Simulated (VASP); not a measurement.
# Ta (Im-3m) in VASP: further runs

Ta is run at these levels: PBE; tasks: single point, relaxation of cell and atoms.

All numbers are computed with VASP 6.6.1; they aren't measurements. Logs are shortened: lines on timing, memory, paths and dates and some standing lists are left out, and cuts for length are marked.

## Step 1: The cell of the first run

It takes space group Im-3m (No. 229, cubic). Conventional cell: a = 3.319 Å, b = 3.319 Å, c = 3.319 Å, α = 90.00°, β = 90.00°, γ = 90.00°. Within 3.8 Å of Ta (site symmetry m-3m) lie 14 Ta at 2.87 to 3.32 Å.

## Step 2: Single point, PBE

Input file INCAR:

```
SYSTEM = Ta
PREC = Accurate ; ENCUT = 520
EDIFF = 1E-6 ; ISMEAR = 0
SIGMA = 0.1 ; LREAL = .False.
LASPH = .True. ; NELM = 60
ALGO = Normal ; ISIF = 2
LWAVE = .False. ; LCHARG = .False.
GGA = PE ; NBANDS = 12
```

Input file KPOINTS:

```
Automatic mesh
0
Gamma
  24 24 24
  0 0 0
```

Input file POSCAR:

```
Ta
1.0
   -1.6594251671      1.6594251671      1.6594251671
    1.6594251671     -1.6594251671      1.6594251671
    1.6594251671      1.6594251671     -1.6594251671
Ta
1
Direct
    0.0000000000      0.0000000000      0.0000000000
```

Potentials or basis: VASP PAW PBE potentials, release 64 (Ta_pv).

Launch:

```console
> cat potpaw_PBE.64/Ta_pv/POTCAR > POTCAR
> mpirun -np 1 vasp_std > vasp.out
```

OUTCAR:

```text
SYSTEM = Ta
   PREC = Accurate
   ENCUT = 520
   EDIFF = 1E-6
   ISMEAR = 0
   LREAL = .False.
   LASPH = .True.
   NELM = 60
   ISIF = 2
   GGA = PE

 ion  position               nearest neighbor table
   1  0.000  0.000  0.000-

  LATTYP: Found a body centered cubic cell.
 ALAT       =     3.3188503342

  Lattice vectors:

 A1 = (  -1.6594251671,   1.6594251671,   1.6594251671)
 A2 = (   1.6594251671,  -1.6594251671,   1.6594251671)
 A3 = (   1.6594251671,   1.6594251671,  -1.6594251671)

Analysis of symmetry for initial positions (statically):
=====================================================================
 Subroutine PRICEL returns:
 Original cell was already a primitive cell.

 Routine SETGRP: Setting up the symmetry group for a
 body centered cubic supercell.

 Subroutine GETGRP returns: Found 48 space group operations
 (whereof 48 operations were pure point group operations)
 out of a pool of 48 trial point group operations.

The static configuration has the point symmetry O_h .

Analysis of symmetry for dynamics (positions and initial velocities):
=====================================================================
 Subroutine PRICEL returns:
 Original cell was already a primitive cell.

 Routine SETGRP: Setting up the symmetry group for a
 body centered cubic supercell.

 Subroutine GETGRP returns: Found 48 space group operations
 (whereof 48 operations were pure point group operations)
 out of a pool of 48 trial point group operations.

The dynamic configuration has the point symmetry O_h .

 Subroutine INISYM returns: Found 48 space group operations
 (whereof 48 operations are pure point group operations),
 and found     1 'primitive' translations

----------------------------------------------------------------------------------------

                                     Primitive cell

  volume of cell :      18.2782

  direct lattice vectors                    reciprocal lattice vectors
    -1.659425167  1.659425167  1.659425167     0.000000000  0.301309158  0.301309158
     1.659425167 -1.659425167  1.659425167     0.301309158  0.000000000  0.301309158
     1.659425167  1.659425167 -1.659425167     0.301309158  0.301309158  0.000000000

  length of vectors
     2.874208701  2.874208701  2.874208701     0.426115498  0.426115498  0.426115498

  position of ions in fractional coordinates (direct lattice)
     0.000000000  0.000000000  0.000000000

[... 82 lines left out ...]
   ISYM   =      2    0-nonsym 1-usesym 2-fastsym
   POTIM  = 0.5000    time-step for ionic-motion
   TEBEG  =    0.0;   TEEND  =   0.0 temperature during run
   PSTRESS=    0.0 pullay stress
   NELECT =      11.0000    total number of electrons
   NUPDOWN=      -1.0000    fix difference up-down
   EMIN   =  10.00;   EMAX   =-10.00  energy-range for DOS
   EFERMI =   0.00;   METHOD = LEGACY
   ISMEAR =     0;   SIGMA  =   0.10  broadening in eV -4-tet -1-fermi 0-gaus
   EFERMI_NEDOS =   21; number of points for ismear=-14 and -15
   IALGO  =     38    algorithm
   IMIX   =      4    mixing-type and parameters
     AMIX     =   0.40;   BMIX     =  1.00
     AMIX_MAG =   1.60;   BMIX_MAG =  1.00
  volume/ion in A,a.u.               =      18.28       123.35
  Fermi-wavevector in a.u.,A,eV,Ry     =   1.382170  2.611922 25.992478  1.910393
  Thomas-Fermi vector in A             =   2.506886
   LORBIT       =      0    0 simple, 1 ext, 2 COOP (PROOUT), +10 PAW based schemes
   GGA     = PE    functional components
   LHFCALC =     F    Hartree Fock is set to
   AEXX    =    0.0000 exact exchange contribution
   IVDW    =     0    specifies the selected vdW correction
   LEPSILON=     F    determine dielectric tensor
   LRPA    =     F    only Hartree local field effects (RPA)
 non-spin polarized calculation
 Gauss-broadening in eV      SIGMA  =   0.10
  energy-cutoff  :      520.00
  volume of cell :       18.28
 maximum number of plane-waves:       531
 NGX is ok and might be reduce to    24
   NGX = 11   NGY = 11   NGZ = 11

 number of electron      11.0000001 magnetization

 Free energy of the ion-electron system (eV)
  ---------------------------------------------------
  ext. energy  EPLUGINS =         0.00000000
  ---------------------------------------------------
  free energy    TOTEN  =       -11.81566934 eV

  energy without entropy =      -11.80897351  energy(sigma->0) =      -11.81232142

 E-fermi :   5.3601     XC(G=0): -12.5431

 val. band max:        5.3546295173   @ k =   0.3333   0.0000   0.0000
 cond. band min:       5.3601767997   @ k =  -0.4583   0.4583   0.1250
 fundamental gap:      0.0055472824
 Fermi energy:         5.3600918726

 k-point     1 :       0.0000    0.0000    0.0000
  band No.  band energies     occupation
      1     -27.7626      2.00000
      2     -27.7626      2.00000
      3     -27.7626      2.00000
      4      -2.4918      2.00000
      5       6.1019      0.00000
      6       6.1019      0.00000
      7       6.1019      0.00000
      8       9.3232      0.00000
      9       9.3232      0.00000
     10      20.0143      0.00000
     11      20.3093      0.00000
     12      20.3093      0.00000
[... 331 lines left out ...]
 k-point    24 :       0.4583    0.0417    0.0000
  band No.  band energies     occupation
      1     -28.8698      2.00000
      2     -28.1292      2.00000
      3     -27.7771      2.00000
      4       1.1122      2.00000
      5       3.8879      2.00000
      6       6.7321      0.00000
      7       9.1742      0.00000
      8      10.2507      0.00000
      9      13.0262      0.00000
     10      16.8173      0.00000
     11      17.4015      0.00000
     12      20.0220      0.00000

 [... further k-points ...]

------------------------ aborting loop because EDIFF is reached ----------------------------------------

  FORCE on cell =-STRESS in cart. coord.  units (eV):
  Direction    XX          YY          ZZ          XY          YZ          ZX
  --------------------------------------------------------------------------------------
  -------------------------------------------------------------------------------------
  Total        0.0109580      0.0109580      0.0109580      0.0000000     -0.0000000      0.0000000
  in kB        0.9605273      0.9605273      0.9605273      0.0000000     -0.0000000      0.0000000
  external PRESSURE =       0.9605273 kB  Pullay stress =       0.0000000 kB

 VOLUME and BASIS-vectors are now :
 -----------------------------------------------------------------------------
  energy-cutoff  :      520.00
  volume of cell :       18.28
      direct lattice vectors                 reciprocal lattice vectors
    -1.659425167  1.659425167  1.659425167     0.000000000  0.301309158  0.301309158
     1.659425167 -1.659425167  1.659425167     0.301309158  0.000000000  0.301309158
     1.659425167  1.659425167 -1.659425167     0.301309158  0.301309158  0.000000000

 POSITION                                       TOTAL-FORCE (eV/Angst)
 -----------------------------------------------------------------------------------
      0.00000      0.00000      0.00000         0.000000      0.000000      0.000000
 -----------------------------------------------------------------------------------
    total drift:                               -0.000000      0.000000      0.000000

  FREE ENERGIE OF THE ION-ELECTRON SYSTEM (eV)
  ---------------------------------------------------
  free  energy   TOTEN  =       -11.8156693389 eV

  energy  without entropy=      -11.8089735092  energy(sigma->0) =      -11.81232142
```

stdout:

```text
POSCAR found type information on POSCAR Ta
 POSCAR found :  1 types and       1 ions
 scaLAPACK will be used
 LDA part: xc-table for (Slater+PW92), standard interpolation
 POSCAR, INCAR and KPOINTS ok, starting setup
 FFT: planning ... GRIDC
 FFT: planning ... GRID_SOFT
 FFT: planning ... GRID
 WAVECAR not read
 entering main loop
```

Run time: 44 s. Hardware: 1 thread of Intel Xeon Platinum 8259CL at 2.50GHz (Skylake/Cascade Lake), shared host; peak memory 0.21 GiB.

What came out:

```
Free energy            : -11.8157 eV
Pressure               : 0.1 GPa
Band gap on the k mesh : zero (an odd number of electrons rules out a gap without spin polarisation)
```

Levels at points of the mesh, in eV from the Fermi level:
| k point | band 2 | band 3 | band 4 | band 5 | band 6 | band 7 | band 8 | band 9 | band 10 | band 11 |
| --- | --- | --- | --- | --- | --- | --- | --- | --- | --- | --- |
| (0.00, 0.00, 0.00) | -33.12 | -33.12 | -7.85 | 0.74 | 0.74 | 0.74 | 3.96 | 3.96 | 14.65 | 14.95 |
| (0.50, 0.00, 0.00) | -33.49 | -33.13 | -4.30 | -1.49 | 1.53 | 3.84 | 4.85 | 7.66 | 11.50 | 11.88 |
| (0.50, 0.50, 0.50) | -33.90 | -33.90 | -3.71 | -3.71 | 6.72 | 6.72 | 6.72 | 8.53 | 8.53 | 8.53 |

Caveat: spin-orbit coupling is left out, which moves the levels of the heavy elements.

## Step 3: Relaxation of cell and atoms, PBE

This run uses another cell than the first one, of 18.10 Å³/atom.

Input file INCAR:

```
SYSTEM = Ta
PREC = Accurate ; ENCUT = 600
EDIFF = 1E-6 ; ISMEAR = 0
SIGMA = 0.1 ; LREAL = .FALSE.
LASPH = .TRUE. ; NELM = 60
ALGO = Fast ; ISIF = 3
LWAVE = .FALSE. ; LCHARG = .FALSE.
GGA = PE ; IBRION = 2
NSW = 100 ; EDIFFG = -0.01
```

Input file KPOINTS:

```
Automatic mesh
0
G
  24 24 24
  0 0 0
```

Input file POSCAR:

```
Ta
1.0
   -1.6541562152      1.6541562152      1.6541562152
    1.6541562152     -1.6541562152      1.6541562152
    1.6541562152      1.6541562152     -1.6541562152
Ta
1
Direct
    0.0000000000      0.0000000000      0.0000000000
```

Potentials or basis: VASP PAW PBE potentials, release 64 (Ta_pv).

Launch:

```console
> cat potpaw_PBE.64/Ta_pv/POTCAR > POTCAR
> mpirun -np 1 vasp_std > vasp.out
```

It took 1.9 min on 1 thread of Intel Xeon Platinum 8259CL at 2.50GHz (Skylake/Cascade Lake), shared host; peak memory 0.23 GiB.

Results (log left out):

```
Free energy                           : -11.8159 eV
Relaxed volume                        : 18.29 Å³/atom
Relaxed cell                          : a = 2.875 Å, b = 2.875 Å, c = 2.875 Å, α = 109.47°, β = 109.47°, γ = 109.47°
Space group after relaxing (to 0.1 Å) : Im-3m (No. 229)
Energy gained by relaxing             : 1.2 meV/atom
Ionic steps                           : 3
Pressure after relaxing               : 0.0 GPa
Band gap on the k mesh                : zero (an odd number of electrons rules out a gap without spin polarisation)
```

The path:
| step | energy change (eV) | largest force (eV/Å) | pressure (GPa) | volume (Å³) |
| --- | --- | --- | --- | --- |
| 1 | 0.0000 | 0.0000 | 2.07 | 18.10 |
| 2 | 0.0050 | 0.0000 | -4.43 | 18.73 |
| 3 | -0.0012 | 0.0000 | 0.00 | 18.29 |

Final structure:
```xyz
1
Lattice="-1.6598 1.6598 1.6598 1.6598 -1.6598 1.6598 1.6598 1.6598 -1.6598" Properties=species:S:1:pos:R:3 pbc="T T T"
Ta    0.0000    0.0000    0.0000
```

Levels at points of the mesh, in eV from the Fermi level:
```
           k point  band 4  band 5  band 6  band 7  band 8  band 9
(0.00, 0.00, 0.00)   -7.85    0.74    0.74    0.74    3.96    3.96
(0.50, 0.00, 0.00)   -4.30   -1.49    1.53    3.83    4.84    7.65
(0.50, 0.50, 0.50)   -3.70   -3.70    6.72    6.72    6.72    8.52
```

Caveat: spin-orbit coupling is left out, which moves the levels of the heavy elements.
